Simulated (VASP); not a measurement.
A run of VASP 6.6.1:

The input POSCAR:

```
TiC
1.0
    0.0000000000      2.1800617706      2.1800617706
    2.1800617706      0.0000000000      2.1800617706
    2.1800617706      2.1800617706      0.0000000000
Ti C
1 1
Direct
    0.0000000000      0.0000000000      0.0000000000
    0.5000000000      0.5000000000      0.5000000000
```

INCAR.step1

```
SYSTEM = TiC
ALGO     = Normal         ! electronic algorithm
EDIFF    = 1E-4           ! SCF threshold, eV
ENCUT    = 520            ! plane-wave cutoff, eV
GGA      = PE             ! functional
ISMEAR   = -1             ! smearing method
LASPH    = .TRUE.         ! aspherical terms in the spheres
LCHARG   = .FALSE.        ! write CHGCAR
LREAL    = .FALSE.        ! projectors in reciprocal space
LWAVE    = .TRUE.         ! write WAVECAR
NBANDS   = 15             ! bands
NELM     = 60             ! most SCF steps
PREC     = Accurate       ! precision mode
SIGMA    = 0.05           ! smearing width, eV
```

The input INCAR.step2:

```
SYSTEM = TiC
ALGO     = Normal         ! electronic algorithm
EDIFF    = 1E-6           ! SCF threshold, eV
ENCUT    = 520            ! plane-wave cutoff, eV
ISIF     = 2              ! what is computed and relaxed
ISMEAR   = -1             ! smearing method
ISTART   = 1            
LASPH    = .TRUE.         ! aspherical terms in the spheres
LCHARG   = .TRUE.         ! write CHGCAR
LELF     = .TRUE.         ! ELF
LMIXTAU  = .TRUE.       
LREAL    = .FALSE.        ! projectors in reciprocal space
LVHAR    = .TRUE.       
LWAVE    = .FALSE.        ! write WAVECAR
METAGGA  = R2SCAN         ! meta-GGA
NBANDS   = 15             ! bands
NELM     = 60             ! most SCF steps
PREC     = Accurate       ! precision mode
SIGMA    = 0.05           ! smearing width, eV
```

KPOINTS

```
k-points
0
G
  11 11 11
  0 0 0
```

Potentials or basis: VASP PAW PBE potentials, release 64 (Ti_sv, C).

Command:

```bash
$ cat potpaw_PBE.64/Ti_sv/POTCAR potpaw_PBE.64/C/POTCAR > POTCAR
$ cp INCAR.step1 INCAR
$ mpirun -np 1 vasp_std > vasp.out
$ cp INCAR.step2 INCAR
$ mpirun -np 1 vasp_std > vasp.out
```

Hardware: 1 thread of Intel(R) Xeon(R) Platinum 8488C (Sapphire Rapids) (shared host).

Q: How long does it take, and how much memory?

A: It took 37 s on 1 thread of Intel(R) Xeon(R) Platinum 8488C (Sapphire Rapids) (shared host), peak memory 0.15 GiB. Counts: k points 56.
